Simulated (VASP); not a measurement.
Runs of VASP 6.6.1 on MoSe. The structure is that of space group Fm-3m (No. 225), or close to it. The cells are those of the table. 

```csv
level,spin,U,cell,k mesh,smearing,gap on the mesh (eV),pressure (GPa)
PBEsol+U,off,Mo d U = 4.0 eV,"a = 3.641 Å, angles 60.0°, 2 atoms",14 × 14 × 14,gaussian 0.05 eV,none,4.0
r2SCAN,off,-,"a = 3.641 Å, angles 60.0°, 2 atoms",14 × 14 × 14,gaussian 0.1 eV,none,5.3
PBEsol,off,-,"a = 3.641 Å, angles 60.0°, 2 atoms",14 × 14 × 14,gaussian 0.1 eV,none,(a)
PBEsol,"collinear, ferromagnetic start",-,"a = 3.605 Å, angles 60.0°, 2 atoms",6 × 6 × 6,gaussian 0.1 eV,none,5.7
```

Alike in all rows: task single point; potentials or basis VASP PAW PBE potentials, release 64 (Mo_sv, Se); cutoff (eV) 520.

Problem. Fill in the values left out.

Solution. (a) 0.4.

Caveats: the PAW data sets were made with another functional, which shifts forces and pressure a little; U without spin polarisation on a metal has little footing (some runs).

A k mesh can miss the band edges, and the runs leave out spin-orbit coupling on Mo, Se.

A gap of «none» marks levels without a gap at the run's occupations.
